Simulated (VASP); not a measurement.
# Na (Pm-3m) in VASP: further runs

Runs on Na. Level: PBE. Tasks: relaxation of cell and atoms.

All numbers are computed with VASP 6.6.1; they aren't measurements. Logs are shortened: lines on timing, memory, paths and dates and some standing lists are left out, and cuts for length are marked.

### Step 1. The cell of the first run

It takes space group Pm-3m (No. 221, cubic). The conventional cell has a = 3.510 Å, b = 3.510 Å, c = 3.510 Å, α = 90.00°, β = 90.00°, γ = 90.00°. Na (site symmetry m-3m) has 6 Na at 3.51 Å within 4.6 Å.

### Step 2. Relaxation of cell and atoms, PBE, target pressure 20 GPa, at which the enthalpy is minimised

Contents of INCAR:

```
SYSTEM = Na
ALGO = Normal ; EDIFF = 1E-6
EDIFFG = -0.02 ; ENCUT = 600
GGA = PE ; IBRION = 2
ISIF = 3 ; ISMEAR = 1
LASPH = .True. ; LCHARG = .False.
LREAL = .False. ; LWAVE = .False.
NELM = 80 ; NSW = 80
PREC = Accurate ; PSTRESS = 200.0
SIGMA = 0.1
```

Contents of KPOINTS:

```
k-points
0
Gamma
  12 12 12
  0 0 0
```

Contents of POSCAR:

```
Na
1.0
    3.5100000000      0.0000000000      0.0000000000
    0.0000000000      3.5100000000      0.0000000000
    0.0000000000      0.0000000000      3.5100000000
Na
1
Direct
    0.0000000000      0.0000000000      0.0000000000
```

Potentials or basis: VASP PAW PBE potentials, release 64 (Na_pv).

Run with:

```sh
$ cat potpaw_PBE.64/Na_pv/POTCAR > POTCAR
$ mpirun -np 1 vasp_std > vasp.out
```

OUTCAR:

```text
SYSTEM = Na
   EDIFF = 1E-6
   EDIFFG = -0.02
   ENCUT = 600
   GGA = PE
   IBRION = 2
   ISIF = 3
   ISMEAR = 1
   LASPH = .True.
   LREAL = .False.
   NELM = 80
   NSW = 80
   PREC = Accurate
   PSTRESS = 200.0

 ion  position               nearest neighbor table
   1  0.000  0.000  0.000-

  LATTYP: Found a simple cubic cell.
 ALAT       =     3.5100000000

  Lattice vectors:

 A1 = (   3.5100000000,   0.0000000000,   0.0000000000)
 A2 = (   0.0000000000,   3.5100000000,   0.0000000000)
 A3 = (   0.0000000000,   0.0000000000,   3.5100000000)

Analysis of symmetry for initial positions (statically):
=====================================================================
 Subroutine PRICEL returns:
 Original cell was already a primitive cell.

 Routine SETGRP: Setting up the symmetry group for a
 simple cubic supercell.

 Subroutine GETGRP returns: Found 48 space group operations
 (whereof 48 operations were pure point group operations)
 out of a pool of 48 trial point group operations.

The static configuration has the point symmetry O_h .

Analysis of symmetry for dynamics (positions and initial velocities):
=====================================================================
 Subroutine PRICEL returns:
 Original cell was already a primitive cell.

 Routine SETGRP: Setting up the symmetry group for a
 simple cubic supercell.

 Subroutine GETGRP returns: Found 48 space group operations
 (whereof 48 operations were pure point group operations)
 out of a pool of 48 trial point group operations.

The dynamic configuration has the point symmetry O_h .

 Subroutine INISYM returns: Found 48 space group operations
 (whereof 48 operations are pure point group operations),
 and found     1 'primitive' translations

----------------------------------------------------------------------------------------

                                     Primitive cell

  volume of cell :      43.2436

  direct lattice vectors                    reciprocal lattice vectors
     3.510000000  0.000000000  0.000000000     0.284900285  0.000000000  0.000000000
     0.000000000  3.510000000  0.000000000     0.000000000  0.284900285  0.000000000
     0.000000000  0.000000000  3.510000000     0.000000000  0.000000000  0.284900285

  length of vectors
     3.510000000  3.510000000  3.510000000     0.284900285  0.284900285  0.284900285

  position of ions in fractional coordinates (direct lattice)
     0.000000000  0.000000000  0.000000000

  ion indices of the primitive-cell ions
   primitive index   ion index
                 1           1

----------------------------------------------------------------------------------------

 KPOINTS: k-points

Automatic generation of k-mesh.
 Grid dimensions read from file:
 generate k-points for:   12   12   12

 Generating k-lattice:

  Cartesian coordinates                     Fractional coordinates (reciprocal lattice)
     0.023741690  0.000000000  0.000000000     0.083333333  0.000000000  0.000000000
     0.000000000  0.023741690  0.000000000     0.000000000  0.083333333  0.000000000
     0.000000000  0.000000000  0.023741690     0.000000000  0.000000000  0.083333333

  Length of vectors
     0.023741690  0.023741690  0.023741690

  Shift w.r.t. Gamma in fractional coordinates (k-lattice)
     0.000000000  0.000000000  0.000000000

 Subroutine IBZKPT returns following result:
 ===========================================

 Found     84 irreducible k-points:

 Following reciprocal coordinates:
            Coordinates               Weight
  0.000000  0.000000  0.000000      1.000000
  0.083333  0.000000  0.000000      6.000000
  0.166667  0.000000  0.000000      6.000000
  0.250000  0.000000  0.000000      6.000000
  0.333333  0.000000  0.000000      6.000000
  0.416667  0.000000  0.000000      6.000000
[... 16 lines left out ...]
  0.333333  0.333333  0.000000     12.000000
  0.416667  0.333333  0.000000     24.000000
 [... further k-points ...]
   k-points           NKPTS =     84   k-points in BZ     NKDIM =     84   number of bands    NBANDS=      7
   number of dos      NEDOS =    301   number of ions     NIONS =      1
   total plane-waves  NPLWV =  21952
   dimension x,y,z NGX =    28 NGY =   28 NGZ =   28
   dimension x,y,z NGXF=    56 NGYF=   56 NGZF=   56
   ions per type =               1
   NGX,Y,Z   is equivalent  to a cutoff of  13.26, 13.26, 13.26 a.u.
   NGXF,Y,Z  is equivalent  to a cutoff of  26.52, 26.52, 26.52 a.u.
 SYSTEM =  Na
   PREC   = accura    normal or accurate (medium, high low for compatibility)
   ISTART =      0    job   : 0-new  1-cont  2-samecut
   ICHARG =      2    charge: 1-file 2-atom 10-const
   ISPIN  =      1    spin polarized calculation?
   LNONCOLLINEAR =      F non collinear calculations
   LSORBIT =      F    spin-orbit coupling
   LASPH  =      T    aspherical Exc in radial PAW
   ENCUT  =  600.0 eV  44.10 Ry    6.64 a.u.   7.01  7.01  7.01*2*pi/ulx,y,z
   NELM   =     80;   NELMIN=  2; NELMDL= -5     # of ELM steps
   EDIFF  = 0.1E-05   stopping-criterion for ELM
   LREAL  =      F    real-space projection
   EDIFFG = -.2E-01   stopping-criterion for IOM
   NSW    =     80    number of steps for IOM
   IBRION =      2    ionic relax: 0-MD 1-quasi-New 2-CG
   NFREE  =      1    steps in history (QN), initial steepest desc. (CG)
   ISIF   =      3    stress and relaxation
   ISYM   =      2    0-nonsym 1-usesym 2-fastsym
   POTIM  = 0.5000    time-step for ionic-motion
   TEBEG  =    0.0;   TEEND  =   0.0 temperature during run
   PSTRESS=  200.0 pullay stress
   NELECT =       7.0000    total number of electrons
   NUPDOWN=      -1.0000    fix difference up-down
   EMIN   =  10.00;   EMAX   =-10.00  energy-range for DOS
   EFERMI =   0.00;   METHOD = LEGACY
   ISMEAR =     1;   SIGMA  =   0.10  broadening in eV -4-tet -1-fermi 0-gaus
   EFERMI_NEDOS =   21; number of points for ismear=-14 and -15
   IALGO  =     38    algorithm
   IMIX   =      4    mixing-type and parameters
     AMIX     =   0.40;   BMIX     =  1.00
     AMIX_MAG =   1.60;   BMIX_MAG =  1.00
  volume/ion in A,a.u.               =      43.24       291.82
  Fermi-wavevector in a.u.,A,eV,Ry     =   0.892210  1.686032 10.830763  0.796039
  Thomas-Fermi vector in A             =   2.014130
   LORBIT       =      0    0 simple, 1 ext, 2 COOP (PROOUT), +10 PAW based schemes
   GGA     = PE    functional components
   LHFCALC =     F    Hartree Fock is set to
   AEXX    =    0.0000 exact exchange contribution
   IVDW    =     0    specifies the selected vdW correction
   LEPSILON=     F    determine dielectric tensor
   LRPA    =     F    only Hartree local field effects (RPA)
 conjugate gradient relaxation of ions
 non-spin polarized calculation
 Methfessel and Paxton  Order N= 1 SIGMA  =   0.10
  energy-cutoff  :      600.00
  volume of cell :       43.24
 maximum number of plane-waves:      1472
   NGX = 15   NGY = 15   NGZ = 15

--------------------------------------- Ionic step        1  -------------------------------------------

 number of electron       6.9999981 magnetization

 Free energy of the ion-electron system (eV)
  ---------------------------------------------------
  ext. energy  EPLUGINS =         0.00000000
  ---------------------------------------------------
  free energy    TOTEN  =        -1.18666455 eV

  energy without entropy =       -1.18646247  energy(sigma->0) =       -1.18659719

 E-fermi :  -0.0690     XC(G=0):  -6.1033

 val. band max:       -0.1388109595   @ k =   0.3333   0.2500   0.2500
 cond. band min:      -0.0556714376   @ k =   0.4167   0.2500   0.0833
 fundamental gap:      0.0831395220
 Fermi energy:        -0.0689567211

 k-point     1 :       0.0000    0.0000    0.0000
  band No.  band energies     occupation
      1     -25.2361      2.00000
      2     -25.2361      2.00000
      3     -25.2361      2.00000
      4      -3.0426      2.00000
      5       7.7915      0.00000
      6       7.7915      0.00000
      7       8.8803      0.00000
[... 581 lines left out ...]
  FREE ENERGIE OF THE ION-ELECTRON SYSTEM (eV)
  ---------------------------------------------------
  free  energy   TOTEN  =        -0.4596431640 eV

  energy  without entropy=       -0.4593158146  energy(sigma->0) =       -0.45953405

  enthalpy is  TOTEN    =         1.8205270390 eV   P V=        2.2801702030

[... ionic steps 4 to 15 ...]

--------------------------------------- Ionic step       16  -------------------------------------------

 number of electron       6.9999996 magnetization

------------------------ aborting loop because EDIFF is reached ----------------------------------------

  FORCE on cell =-STRESS in cart. coord.  units (eV):
  Direction    XX          YY          ZZ          XY          YZ          ZX
  --------------------------------------------------------------------------------------
  -------------------------------------------------------------------------------------
  Total        2.2854764      2.2854764      2.2854764      0.0000000      0.0000000      0.0000000
  in kB      198.1961684    198.1961684    198.1961684      0.0000000      0.0000000      0.0000000
  external PRESSURE =      -1.8038316 kB  Pullay stress =     200.0000000 kB
[... 59 lines left out ...]
  enthalpy is  TOTEN    =         1.8203628263 eV   P V=        2.2883897477

--------------------------------------- Ionic step       18  -------------------------------------------

 number of electron       6.9999996 magnetization

 Free energy of the ion-electron system (eV)
  ---------------------------------------------------
  ext. energy  EPLUGINS =         0.00000000
  ---------------------------------------------------
  free energy    TOTEN  =        -0.47986926 eV

  energy without entropy =       -0.47954104  energy(sigma->0) =       -0.47975985

 E-fermi :   3.3673     XC(G=0):  -8.6707

 val. band max:        3.3367295518   @ k =   0.3333   0.2500   0.2500
 cond. band min:       3.3744832059   @ k =   0.5000   0.0833   0.0833
 fundamental gap:      0.0377536541
 Fermi energy:         3.3672776390

 k-point     1 :       0.0000    0.0000    0.0000
  band No.  band energies     occupation
      1     -21.8106      2.00000
      2     -21.8106      2.00000
      3     -21.8106      2.00000
      4      -1.6638      2.00000
      5      15.2984      0.00000
      6      15.2984      0.00000
      7      19.3581      0.00000
[... 258 lines left out ...]
  FREE ENERGIE OF THE ION-ELECTRON SYSTEM (eV)
  ---------------------------------------------------
  free  energy   TOTEN  =        -0.4798692581 eV

  energy  without entropy=       -0.4795410359  energy(sigma->0) =       -0.47975985

  enthalpy is  TOTEN    =         1.8202939564 eV   P V=        2.3001632146

 reached required accuracy - stopping structural energy minimisation
```

Wall time 84 s (1 thread of Intel Xeon Platinum 8259CL at 2.50GHz (Skylake/Cascade Lake), shared host); peak memory 0.17 GiB.

Results:

| Property | Result |
| --- | --- |
| Free energy | -0.4799 eV |
| Relaxed volume | 18.43 Å³/atom |
| Relaxed cell | a = 2.641 Å, b = 2.641 Å, c = 2.641 Å, α = 90.00°, β = 90.00°, γ = 90.00° |
| Space group after relaxing (to 0.05 Å) | Pm-3m (No. 221) |
| Energy change on relaxing (the enthalpy is what falls) | +706.8 meV/atom |
| Ionic steps | 18 |
| Pressure after relaxing | 19.9 GPa |

The path:
```csv
step,energy change (eV),largest force (eV/Å),pressure (GPa),volume (Å³)
1,0.0000,0.0000,-0.46,43.24
2,0.8967,0.0000,25.15,17.08
3,0.7270,0.0000,20.53,18.27
4,0.6815,0.0000,19.26,18.63
5,0.6819,0.0000,19.31,18.63
6,0.6832,0.0000,19.31,18.62
7,0.6832,0.0000,19.30,18.62
8,0.6832,0.0000,19.29,18.62
9,0.6833,0.0000,19.29,18.62
10,0.6834,0.0000,19.29,18.62
11,0.6837,0.0000,19.28,18.61
12,0.6842,0.0000,19.39,18.61
13,0.6853,0.0000,19.37,18.60
14,0.6875,0.0000,19.44,18.58
15,0.6919,0.0000,19.56,18.55
16,0.7007,0.0000,19.82,18.48
17,0.7186,0.0000,20.35,18.33
18,0.7068,0.0000,19.89,18.43
```

Final structure:
```
Na
1.0
     2.64127    0.00000    0.00000
     0.00000    2.64127    0.00000
     0.00000    0.00000    2.64127
Na
1
Direct
  0.00000 0.00000 0.00000
```

Caveat: the cell is relaxed towards a set pressure, so the enthalpy falls and the energy may rise; the volume moved by over 15 % at a fixed basis, so the end points are rough.

### Step 3. Relaxation of cell and atoms, PBE, target pressure 30 GPa, at which the enthalpy is minimised

Contents of INCAR:

```
SYSTEM = Na
PREC     = Accurate       ! precision mode
ENCUT    = 600            ! plane-wave cutoff, eV
EDIFF    = 1E-6           ! SCF threshold, eV
ISMEAR   = 1              ! smearing method
SIGMA    = 0.1            ! smearing width, eV
LREAL    = .False.        ! projectors in reciprocal space
LASPH    = .True.         ! aspherical terms in the spheres
NELM     = 60             ! most SCF steps
ALGO     = Normal         ! electronic algorithm
ISIF     = 3              ! what is computed and relaxed
LWAVE    = .False.        ! write WAVECAR
LCHARG   = .False.        ! write CHGCAR
GGA      = PE             ! functional
IBRION   = 2              ! ionic algorithm
NSW      = 80             ! ionic steps
EDIFFG   = -0.02          ! ionic threshold
PSTRESS  = 300.0
```

Contents of KPOINTS:

```
Automatic mesh
0
Gamma
  12 12 12
  0 0 0
```

POSCAR is that of step 2.

Potentials or basis: VASP PAW PBE potentials, release 64 (Na_pv).

Run with:

```sh
$ cat potpaw_PBE.64/Na_pv/POTCAR > POTCAR
$ mpirun -np 1 vasp_std > vasp.out
```

Wall time 54 s (1 thread of Intel Xeon Platinum 8259CL at 2.50GHz (Skylake/Cascade Lake), shared host); peak memory 0.17 GiB.

It converged, with:

| Quantity | Value |
| --- | --- |
| Free energy | -0.1315 eV |
| Relaxed volume | 16.16 Å³/atom |
| Relaxed cell | a = 2.528 Å, b = 2.528 Å, c = 2.528 Å, α = 90.00°, β = 90.00°, γ = 90.00° |
| Space group after relaxing (to 0.05 Å) | Pm-3m (No. 221) |
| Energy change on relaxing (the enthalpy is what falls) | +1055.2 meV/atom |
| Ionic steps | 7 |
| Pressure after relaxing | 30.1 GPa |

The path:
```
step  energy change (eV)  largest force (eV/Å)  pressure (GPa)  volume (Å³)
   1              0.0000                0.0000           -0.46        43.24
   2              3.8121                0.0000          134.77         9.50
   3              0.8928                0.0000           25.12        17.10
   4              1.0098                0.0000           28.77        16.40
   5              1.0788                0.0000           30.73        16.03
   6              1.0486                0.0000           29.70        16.19
   7              1.0552                0.0000           30.05        16.16
```

Final structure:
```yaml
crystal:
  lattice:
    - [2.52801, 0.00000, 0.00000]
    - [0.00000, 2.52801, 0.00000]
    - [0.00000, 0.00000, 2.52801]
  atoms:
    - { symbol: Na, position: [0.00000, 0.00000, 0.00000] }
```

Levels at points of the mesh, in eV from the Fermi level:
```tsv
k point	band 1	band 2	band 3	band 4	band 5	band 6	band 7
(0.00, 0.00, 0.00)	-25.34	-25.34	-25.34	-5.43	12.63	12.63	17.45
(0.50, 0.00, 0.00)	-25.98	-25.28	-25.28	-0.26	1.36	16.75	19.17
(0.50, 0.50, 0.00)	-25.86	-25.86	-25.23	3.36	5.74	5.74	9.19
(0.50, 0.50, 0.50)	-25.75	-25.75	-25.75	8.25	8.25	8.25	12.24
```

Caveat: the cell is relaxed towards a set pressure, so the enthalpy falls and the energy may rise; the volume moved by over 15 % at a fixed basis, so the end points are rough.
